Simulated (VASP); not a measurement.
## InPd: relaxation of cell and atoms with PBEsol-based global hybrid with 25 % exact exchange

Crystal: InPd.

```
CELL_PARAMETERS angstrom
0.00000 2.74607 2.74607
2.74607 0.00000 2.74607
2.74607 2.74607 0.00000
ATOMIC_POSITIONS crystal
In 0.00000 0.00000 0.00000
Pd 0.50000 0.50000 0.50000
```

```json
{
  "Program": "VASP 6.6.1",
  "Task": "relaxation of cell and atoms",
  "Functional": "PBEsol-based global hybrid with 25 % exact exchange",
  "Potentials or basis": "VASP PAW PBE potentials, release 64 (In_d, Pd)",
  "Cutoff": "600 eV",
  "k mesh": "4 × 4 × 4",
  "Occupations": "fermi-dirac, width 0.05 eV",
  "Spin": "no spin polarisation",
  "Dipole correction": "no",
  "Grid for exact exchange (PRECFOCK)": "Normal",
  "Share of exact exchange": "0.25",
  "Further INCAR settings": "ALGO = Normal; EDIFF = 1e-06; IBRION = 2; EDIFFG = -0.01; NSW = 60; ISIF = 3"
}
```

The relaxed volume is 19.12 Å³/atom and the relaxed cell is a = 3.781 Å, b = 3.781 Å, c = 3.781 Å, α = 60.00°, β = 60.00°, γ = 60.00°. The space group after relaxing (to 0.1 Å) is Fm-3m (No. 225) and the energy gained by relaxing is 40.4 meV/atom. The ionic steps are 4, the pressure after relaxing is 0.1 GPa and the band gap on the k mesh is zero (an odd number of electrons rules out a gap without spin polarisation).

Step by step:
```tsv
step	energy change (eV)	largest force (eV/Å)	pressure (GPa)	volume (Å³)
1	0.0000	0.0000	-7.56	41.42
2	-0.0175	0.0000	8.77	35.83
3	-0.0808	0.0000	-0.13	38.29
4	-0.0808	0.0000	0.05	38.23
```

Final structure:
```xyz
2
Lattice="0.0000 2.6738 2.6738 2.6738 0.0000 2.6738 2.6738 2.6738 0.0000" Properties=species:S:1:pos:R:3 pbc="T T T"
In    0.0000    0.0000    0.0000
Pd    2.6738    2.6738    2.6738
```

Levels at points of the mesh, in eV from the Fermi level:
```tsv
k point	band 9	band 10	band 11	band 12	band 13	band 14
(0.00, 0.00, 0.00)	-3.97	-3.34	-3.34	7.47	7.47	7.48
(0.50, 0.00, 0.00)	-4.67	-3.46	-3.46	-1.72	9.40	9.70
(0.50, 0.50, 0.00)	-3.26	-3.04	-3.01	1.27	2.67	2.67
```

It took 64 min on 1 thread of Intel(R) Xeon(R) Platinum 8488C (Sapphire Rapids) (shared host), peak memory 0.2 GiB.

Caveat: the k points lie up to 0.51 Å⁻¹ apart in the final cell, too coarse for converged energies and pressures of a metal; the PAW data sets were made with another functional, which shifts forces and pressure a little; spin-orbit coupling is left out, which moves the levels of the heavy elements.
